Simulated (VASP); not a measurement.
Here is a VASP 6.6.1 calculation.

The input POSCAR:

```
Ta
1.0
   -1.6533592789      1.6533592789      1.6533592789
    1.6533592789     -1.6533592789      1.6533592789
    1.6533592789      1.6533592789     -1.6533592789
Ta
1
Direct
    0.0000000000      0.0000000000      0.0000000000
```

Contents of INCAR.step1:

```
SYSTEM = Ta
PREC = Accurate ; ENCUT = 520
ISMEAR = -1 ; SIGMA = 0.1
LREAL = .False. ; LASPH = .True.
NELM = 60 ; NBANDS = 12
GGA = PE ; ALGO = Normal
EDIFF = 1E-4 ; LWAVE = .True.
LCHARG = .False.
```

File INCAR.step2:

```
SYSTEM = Ta
PREC = Accurate ; ENCUT = 520
EDIFF = 1E-7 ; ISMEAR = -1
SIGMA = 0.1 ; LREAL = .False.
LASPH = .True. ; NELM = 60
ALGO = Normal ; ISIF = 2
LWAVE = .False. ; LCHARG = .False.
METAGGA = R2SCAN ; LMIXTAU = .True.
NBANDS = 12 ; ISTART = 1
```

KPOINTS

```
Automatic mesh
0
Gamma
  13 13 13
  0 0 0
```

Potentials or basis: VASP PAW PBE potentials, release 64 (Ta_pv).

Launch:

```bash
$ cat potpaw_PBE.64/Ta_pv/POTCAR > POTCAR
$ cp INCAR.step1 INCAR
$ mpirun -np 1 vasp_std > vasp.out
$ cp INCAR.step2 INCAR
$ mpirun -np 1 vasp_std > vasp.out
```

Question: Estimate the pressure.

Answer: 0.6 GPa.

Caveat: the PAW data sets were made with another functional, which shifts forces and pressure a little.
